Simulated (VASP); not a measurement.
# H13O6F in VASP: a series of runs

H13O6F is run at these levels: r2SCAN; tasks: single point, molecular dynamics.

Everything below comes from runs of VASP 6.6.1. Logs are shortened: lines on timing, memory, paths and dates and some standing lists are left out, and cuts for length are marked.

## (1) The cell of the first run

The cell holds a disordered packing, 20 atoms: a = 5.981 Å, b = 5.981 Å, c = 5.981 Å, α = 90.00°, β = 90.00°, γ = 90.00°.

## (2) Single point, r2SCAN

Contents of POSCAR:

```
H13O6F
1.0
    5.9814240000      0.0000000000      0.0000000000
    0.0000000000      5.9814240000      0.0000000000
    0.0000000000      0.0000000000      5.9814240000
O H F
6 13 1
Direct
    0.7605379589      0.6955032781      0.7592172031
    0.4066255795      0.4186294100     -0.0216837997
    0.1231479327      0.9433539572      0.8682882203
    0.8237837679      0.5185888845      0.3669861892
    0.6656107308     -0.0413781066      0.2828757834
    0.5527279123      0.1621353042      0.6794034330
    0.7755511062      0.5982689072      0.5996063814
    0.7093628541      0.5829381097      0.8823316989
    0.2888776987      0.5339698373     -0.0979532633
    0.3443327208      0.3480609300      0.1065130979
    0.2324530078      0.9813215047      0.7638314890
   -0.0035944618      0.8702944316      0.7933896677
    0.9813215047      0.4954505817      0.3244545112
    0.7769721725      0.6564323144      0.3015001110
    0.7700841806      0.0762861820      0.2755363940
    0.5430646615      0.0110508802      0.3649799780
    0.5212972697      0.2481683291      0.8174140472
    0.6595419419      0.0286386653      0.7331866124
    0.1576380474      1.0506528211      0.1041056444
    0.1461692065      1.1190479056      0.2571126875
```

Contents of INCAR.step1:

```
SYSTEM = H13O6F
  PREC = Accurate
  ENCUT = 520
  ISMEAR = -1
  SIGMA = 0.05
  LREAL = Auto
  LASPH = .True.
  NELM = 60
  NBANDS = 44
  GGA = PE
  ALGO = Normal
  EDIFF = 1E-4
  LWAVE = .True.
  LCHARG = .False.
```

Contents of INCAR.step2:

```
SYSTEM = H13O6F
  PREC = Accurate
  ENCUT = 520
  EDIFF = 1E-6
  ISMEAR = -1
  SIGMA = 0.05
  LREAL = Auto
  LASPH = .True.
  NELM = 60
  ALGO = Normal
  ISIF = 2
  LWAVE = .False.
  LCHARG = .False.
  METAGGA = R2SCAN
  LMIXTAU = .True.
  NBANDS = 44
  ISTART = 1
```

Contents of KPOINTS:

```
Automatic mesh
0
Gamma
  1 1 1
  0 0 0
```

Potentials or basis: VASP PAW PBE potentials, release 64 (O, H, F).

Command:

```sh
> cat potpaw_PBE.64/O/POTCAR potpaw_PBE.64/H/POTCAR potpaw_PBE.64/F/POTCAR > POTCAR
> cp INCAR.step1 INCAR
> mpirun -np 1 vasp_gam > vasp.out
> cp INCAR.step2 INCAR
> mpirun -np 1 vasp_gam > vasp.out
```

OUTCAR:

```text
SYSTEM = H13O6F
   PREC = Accurate
   ENCUT = 520
   EDIFF = 1E-6
   ISMEAR = -1
   LREAL = Auto
   LASPH = .True.
   NELM = 60
   ISIF = 2
   METAGGA = R2SCAN
   ISTART = 1

 ion  position               nearest neighbor table
   1  0.761  0.696  0.759-   8 1.04   7 1.12
   2  0.407  0.419  0.978-  10 0.95   9 1.09
   3  0.123  0.943  0.868-  11 0.93  12 0.98
   4  0.824  0.519  0.367-  14 0.95  13 0.99
   5  0.666  0.959  0.283-  16 0.94  15 0.94
   6  0.553  0.162  0.679-  17 0.99  18 1.07
   7  0.776  0.598  0.600-   1 1.12
   8  0.709  0.583  0.882-   1 1.04
   9  0.289  0.534  0.902-   2 1.09
  10  0.344  0.348  0.107-   2 0.95
  11  0.232  0.981  0.764-   3 0.93
  12  0.996  0.870  0.793-   3 0.98
  13  0.981  0.495  0.324-   4 0.99
  14  0.777  0.656  0.302-   4 0.95
  15  0.770  0.076  0.276-   5 0.94
  16  0.543  0.011  0.365-   5 0.94
  17  0.521  0.248  0.817-   6 0.99
  18  0.660  0.029  0.733-   6 1.07
  19  0.158  0.051  0.104-  20 1.00
  20  0.146  0.119  0.257-  19 1.00

  LATTYP: Found a simple cubic cell.
 ALAT       =     5.9814240000

  Lattice vectors:

 A1 = (   5.9814240000,   0.0000000000,   0.0000000000)
 A2 = (   0.0000000000,   5.9814240000,   0.0000000000)
 A3 = (   0.0000000000,   0.0000000000,   5.9814240000)

Analysis of symmetry for initial positions (statically):
=====================================================================
 Subroutine PRICEL returns:
 Original cell was already a primitive cell.

 Routine SETGRP: Setting up the symmetry group for a
 simple cubic supercell.

 Subroutine GETGRP returns: Found  1 space group operations
 (whereof  1 operations were pure point group operations)
 out of a pool of 48 trial point group operations.

The static configuration has the point symmetry C_1 .

Analysis of symmetry for dynamics (positions and initial velocities):
=====================================================================
 Subroutine PRICEL returns:
 Original cell was already a primitive cell.

 Routine SETGRP: Setting up the symmetry group for a
 simple cubic supercell.

 Subroutine GETGRP returns: Found  1 space group operations
 (whereof  1 operations were pure point group operations)
 out of a pool of 48 trial point group operations.

The dynamic configuration has the point symmetry C_1 .

 Subroutine INISYM returns: Found  1 space group operations
 (whereof  1 operations are pure point group operations),
 and found     1 'primitive' translations

----------------------------------------------------------------------------------------

                                     Primitive cell

  volume of cell :     214.0000

  direct lattice vectors                    reciprocal lattice vectors
     5.981424000  0.000000000  0.000000000     0.167184269  0.000000000  0.000000000
     0.000000000  5.981424000  0.000000000     0.000000000  0.167184269  0.000000000
     0.000000000  0.000000000  5.981424000     0.000000000  0.000000000  0.167184269

  length of vectors
     5.981424000  5.981424000  5.981424000     0.167184269  0.167184269  0.167184269

  position of ions in fractional coordinates (direct lattice)
     0.760537959  0.695503278  0.759217203
     0.406625580  0.418629410  0.978316200
     0.123147933  0.943353957  0.868288220
     0.823783768  0.518588884  0.366986189
     0.665610731  0.958621893  0.282875783
     0.552727912  0.162135304  0.679403433
[... 12 lines left out ...]
     0.157638047  0.050652821  0.104105644
     0.146169206  0.119047906  0.257112687

  ion indices of the primitive-cell ions
   primitive index   ion index
                 1           1
                 2           2
                 3           3
                 4           4
                 5           5
                 6           6
[... 12 lines left out ...]
                19          19
                20          20

----------------------------------------------------------------------------------------

 KPOINTS: Automatic mesh

Automatic generation of k-mesh.
 Grid dimensions read from file:
 generate k-points for:    1    1    1

 Generating k-lattice:

  Cartesian coordinates                     Fractional coordinates (reciprocal lattice)
     0.167184269  0.000000000  0.000000000     1.000000000  0.000000000  0.000000000
     0.000000000  0.167184269  0.000000000     0.000000000  1.000000000  0.000000000
     0.000000000  0.000000000  0.167184269     0.000000000  0.000000000  1.000000000

  Length of vectors
     0.167184269  0.167184269  0.167184269

  Shift w.r.t. Gamma in fractional coordinates (k-lattice)
     0.000000000  0.000000000  0.000000000

 Subroutine IBZKPT returns following result:
 ===========================================

 Found      1 irreducible k-points:

 Following reciprocal coordinates:
            Coordinates               Weight
  0.000000  0.000000  0.000000      1.000000
   k-points           NKPTS =      1   k-points in BZ     NKDIM =      1   number of bands    NBANDS=     44
   number of dos      NEDOS =    301   number of ions     NIONS =     20
   total plane-waves  NPLWV = 110592
   dimension x,y,z NGX =    48 NGY =   48 NGZ =   48
   dimension x,y,z NGXF=    96 NGYF=   96 NGZF=   96
   ions per type =               6  13   1
   NGX,Y,Z   is equivalent  to a cutoff of  13.34, 13.34, 13.34 a.u.
   NGXF,Y,Z  is equivalent  to a cutoff of  26.68, 26.68, 26.68 a.u.
 SYSTEM =  H13O6F
   PREC   = accura    normal or accurate (medium, high low for compatibility)
   ISTART =      1    job   : 0-new  1-cont  2-samecut
   ICHARG =      0    charge: 1-file 2-atom 10-const
   ISPIN  =      1    spin polarized calculation?
   LNONCOLLINEAR =      F non collinear calculations
   LSORBIT =      F    spin-orbit coupling
   LASPH  =      T    aspherical Exc in radial PAW
   ENCUT  =  520.0 eV  38.22 Ry    6.18 a.u.  11.12 11.12 11.12*2*pi/ulx,y,z
   NELM   =     60;   NELMIN=  2; NELMDL=  0     # of ELM steps
   EDIFF  = 0.1E-05   stopping-criterion for ELM
   LREAL  =      T    real-space projection
   EDIFFG = 0.1E-04   stopping-criterion for IOM
   NSW    =      0    number of steps for IOM
   IBRION =     -1    ionic relax: 0-MD 1-quasi-New 2-CG
   NFREE  =      0    steps in history (QN), initial steepest desc. (CG)
   ISIF   =      2    stress and relaxation
   ISYM   =      2    0-nonsym 1-usesym 2-fastsym
   POTIM  = 0.5000    time-step for ionic-motion
   TEBEG  =    0.0;   TEEND  =   0.0 temperature during run
   PSTRESS=    0.0 pullay stress
   NELECT =      56.0000    total number of electrons
   NUPDOWN=      -1.0000    fix difference up-down
   EMIN   =  10.00;   EMAX   =-10.00  energy-range for DOS
   EFERMI =   0.00;   METHOD = LEGACY
   ISMEAR =    -1;   SIGMA  =   0.05  broadening in eV -4-tet -1-fermi 0-gaus
   EFERMI_NEDOS =   21; number of points for ismear=-14 and -15
   IALGO  =     38    algorithm
   IMIX   =      4    mixing-type and parameters
     AMIX     =   0.40;   BMIX     =  1.00
     AMIX_MAG =   1.60;   BMIX_MAG =  1.00
  volume/ion in A,a.u.               =      10.70        72.21
  Fermi-wavevector in a.u.,A,eV,Ry     =   1.047128  1.978784 14.918463  1.096476
  Thomas-Fermi vector in A             =   2.181995
   LORBIT       =      0    0 simple, 1 ext, 2 COOP (PROOUT), +10 PAW based schemes
   METAGGA = R2SCAN    functional components
   LHFCALC =     F    Hartree Fock is set to
   AEXX    =    0.0000 exact exchange contribution
   IVDW    =     0    specifies the selected vdW correction
   LEPSILON=     F    determine dielectric tensor
   LRPA    =     F    only Hartree local field effects (RPA)
 non-spin polarized calculation
  energy-cutoff  :      520.00
  volume of cell :      214.00
 maximum number of plane-waves:      2872
 NGX is ok and might be reduce to    48
   NGX = 23   NGY = 23   NGZ = 23

 number of electron      55.9999994 magnetization

 Free energy of the ion-electron system (eV)
  ---------------------------------------------------
  ext. energy  EPLUGINS =         0.00000000
  ---------------------------------------------------
  free energy    TOTEN  =      -103.03437533 eV

  energy without entropy =     -103.03437533  energy(sigma->0) =     -103.03437533

 E-fermi :  -2.5255     XC(G=0):  -6.8894

 val. band max:       -3.8301147990   @ k =   0.0000   0.0000   0.0000
 cond. band min:       0.7300575092   @ k =   0.0000   0.0000   0.0000
 fundamental gap:      4.5601723082
 Fermi energy:        -2.5254657798

 k-point     1 :       0.0000    0.0000    0.0000
  band No.  band energies     occupation
      1     -28.0158      2.00000
      2     -24.4888      2.00000
      3     -24.2329      2.00000
      4     -24.0775      2.00000
      5     -23.7084      2.00000
      6     -22.1894      2.00000
[... 32 lines left out ...]
     39       7.6804      0.00000
     40       7.8352      0.00000
 [bands above 40 left out]

------------------------ aborting loop because EDIFF is reached ----------------------------------------

  FORCE on cell =-STRESS in cart. coord.  units (eV):
  Direction    XX          YY          ZZ          XY          YZ          ZX
  --------------------------------------------------------------------------------------
  -------------------------------------------------------------------------------------
  Total       -2.3215164     -5.4383102     -3.6404886      3.0770551      1.7288569     -3.1282770
  in kB      -17.3807526    -40.7155959    -27.2556469     23.0373270     12.9436236    -23.4208155
  external PRESSURE =     -28.4506651 kB  Pullay stress =       0.0000000 kB

 VOLUME and BASIS-vectors are now :
 -----------------------------------------------------------------------------
  energy-cutoff  :      520.00
  volume of cell :      214.00
      direct lattice vectors                 reciprocal lattice vectors
     5.981424000  0.000000000  0.000000000     0.167184269  0.000000000  0.000000000
     0.000000000  5.981424000  0.000000000     0.000000000  0.167184269  0.000000000
     0.000000000  0.000000000  5.981424000     0.000000000  0.000000000  0.167184269

 POSITION                                       TOTAL-FORCE (eV/Angst)
 -----------------------------------------------------------------------------------
      4.54910      4.16010      4.54120        -0.426382     -2.820311     -0.308912
      2.43220      2.50400      5.85172        -1.830794      3.376033     -1.941121
      0.73660      5.64260      5.19360        -0.919481     -0.463765      1.579413
      4.92740      3.10190      2.19510         1.262679     -1.163665      0.065578
      3.98130      5.73392      1.69200         0.435220     -1.919665     -1.350475
      3.30610      0.96980      4.06380         2.013348     -2.899440      1.177958
[... 12 lines left out ...]
      0.94290      0.30298      0.62270        -0.622345      0.050209      0.523477
      0.87430      0.71208      1.53790         0.335494     -0.091635     -1.126612
 -----------------------------------------------------------------------------------
    total drift:                               -0.001203      0.002330      0.004811

  FREE ENERGIE OF THE ION-ELECTRON SYSTEM (eV)
  ---------------------------------------------------
  free  energy   TOTEN  =      -103.0343753316 eV

  energy  without entropy=     -103.0343753316  energy(sigma->0) =     -103.03437533
```

It took 1.8 min on 1 thread of Intel Xeon Platinum 8259CL at 2.50GHz (Skylake/Cascade Lake), shared host; peak memory 0.33 GiB.

What came out:

```yaml
Free_energy: -103.0344 eV
Pressure: -2.8 GPa
Largest_force: 4.303 eV/Å
```

Forces in eV/Å, atoms in the order of the input:
```
O   -0.426 -2.820 -0.309
O   -1.831  3.376 -1.941
O   -0.919 -0.464  1.579
O    1.263 -1.164  0.066
O    0.435 -1.920 -1.350
O    2.013 -2.899  1.178
H   -0.011  1.283  2.560
H    0.701  1.967 -2.232
H    2.419 -2.583  2.010
H   -0.759 -0.168  0.736
H    1.637  0.724 -1.407
H   -0.311 -0.312  0.430
H   -0.985  0.072  0.376
H   -0.350  1.234 -0.571
H    0.777  0.927  0.140
H   -1.084  0.693  1.106
H   -0.115 -0.208 -0.669
H   -2.166  2.302 -1.099
H   -0.622  0.050  0.523
F    0.335 -0.092 -1.127
```

Levels at points of the mesh, in eV from the Fermi level:
| k point | band 26 | band 27 | band 28 | band 29 | band 30 | band 31 |
| --- | --- | --- | --- | --- | --- | --- |
| (0.00, 0.00, 0.00) | -1.98 | -1.72 | -1.30 | 3.26 | 6.79 | 6.89 |

Caveat: the k points lie up to 1.05 Å⁻¹ apart, too coarse for converged energies, forces and pressures; the atoms stand as in a frame of molecular dynamics; the PAW data sets were made with another functional, which shifts forces and pressure a little.

## (3) Single point, r2SCAN

Contents of POSCAR:

```
H13O6F
1.0
    5.9814240000      0.0000000000      0.0000000000
    0.0000000000      5.9814240000      0.0000000000
    0.0000000000      0.0000000000      5.9814240000
O H F
6 13 1
Direct
    0.8103421526      0.7096972226      0.7261147178
    0.3832699371      0.4307669879     -0.0256627853
    0.1460521775      0.9600055104      0.8784530239
    0.7713882179      0.4795680761      0.3526584974
    0.6690045715     -0.0271005700      0.2956820984
    0.5354912141      0.1365059558      0.6694726874
    0.7824390981      0.5856632133      0.5913976337
    0.7075739824      0.6549109376      0.8430266773
    0.3004468501      0.5594487199     -0.0430499493
    0.3301220579      0.3154432791      0.0888250022
    0.2830262493      0.9484530774      0.7767548330
    0.0350251044      0.8421238822      0.8218109935
    0.9128261096      0.4608100011      0.2949799245
    0.7504400290      0.6616150268      0.3176501114
    0.8031365106      0.0488345250      0.3222476788
    0.5555366080     -0.0220014498      0.4177266149
    0.4388419881      0.2457274388      0.7305952562
    0.6008769818      0.1022331806      0.8064133223
    0.1230977774      1.0466738355      0.1378434299
    0.1674517640      1.1269222847      0.2821234542
```

Contents of INCAR.step1:

```
SYSTEM = H13O6F
  ALGO = Normal
  EDIFF = 1E-4
  ENCUT = 520
  GGA = PE
  ISMEAR = -1
  LASPH = .True.
  LCHARG = .False.
  LREAL = Auto
  LWAVE = .True.
  NBANDS = 44
  NELM = 100
  PREC = Accurate
  SIGMA = 0.05
```

Contents of INCAR.step2:

```
SYSTEM = H13O6F
  ALGO = Normal
  EDIFF = 1E-7
  ENCUT = 520
  ISIF = 2
  ISMEAR = -1
  ISTART = 1
  LASPH = .True.
  LCHARG = .False.
  LMIXTAU = .True.
  LREAL = Auto
  LWAVE = .False.
  METAGGA = R2SCAN
  NBANDS = 44
  NELM = 100
  PREC = Accurate
  SIGMA = 0.05
```

Contents of KPOINTS:

```
k-points
0
Gamma
  1 1 1
  0 0 0
```

Potentials or basis: VASP PAW PBE potentials, release 64 (O, H, F).

Command:

```sh
> cat potpaw_PBE.64/O/POTCAR potpaw_PBE.64/H/POTCAR potpaw_PBE.64/F/POTCAR > POTCAR
> cp INCAR.step1 INCAR
> mpirun -np 1 vasp_gam > vasp.out
> cp INCAR.step2 INCAR
> mpirun -np 1 vasp_gam > vasp.out
```

It took 2.1 min on 1 thread of Intel Xeon Platinum 8259CL at 2.50GHz (Skylake/Cascade Lake), shared host; peak memory 0.33 GiB.

It converged, with:

| Item | Value |
| --- | --- |
| Free energy | -102.3822 eV |
| Pressure | -1.9 GPa |
| Largest force | 5.459 eV/Å |

Forces on the atoms (eV/Å):
```
O   -1.204 -2.291 -0.910
O    1.587 -3.604  0.962
O    0.520 -1.533 -0.941
O   -2.598  4.777  0.475
O   -2.162 -2.565 -1.181
O   -0.687 -0.491 -1.163
H    0.876  1.672  1.825
H    0.625  0.301 -0.450
H   -1.884  1.771  0.358
H    0.231  2.128 -1.161
H   -1.500  0.547  1.293
H    0.397  1.003  0.224
H    2.726 -0.819 -0.876
H   -0.147 -3.190  0.305
H    0.701  0.990  1.188
H    1.790  0.800 -0.582
H   -1.284  1.667 -0.033
H    1.778 -1.140  1.620
H    1.108  0.654  0.781
F   -0.871 -0.678 -1.734
```

Stress tensor (GPa, compression positive):
```
 1.11 -2.87  1.15
-2.87 -3.95 -0.09
 1.15 -0.09 -2.87
```

Levels at points of the mesh, in eV from the Fermi level:
| k point | band 25 | band 26 | band 27 | band 28 | band 29 | band 30 | band 31 | band 32 |
| --- | --- | --- | --- | --- | --- | --- | --- | --- |
| (0.00, 0.00, 0.00) | -1.98 | -1.76 | -1.62 | -1.29 | 3.74 | 7.38 | 7.64 | 7.80 |

Caveat: the k points lie up to 1.05 Å⁻¹ apart, too coarse for converged energies, forces and pressures; the atoms stand as in a frame of molecular dynamics; the PAW data sets were made with another functional, which shifts forces and pressure a little.

[end of part 1 of 2]
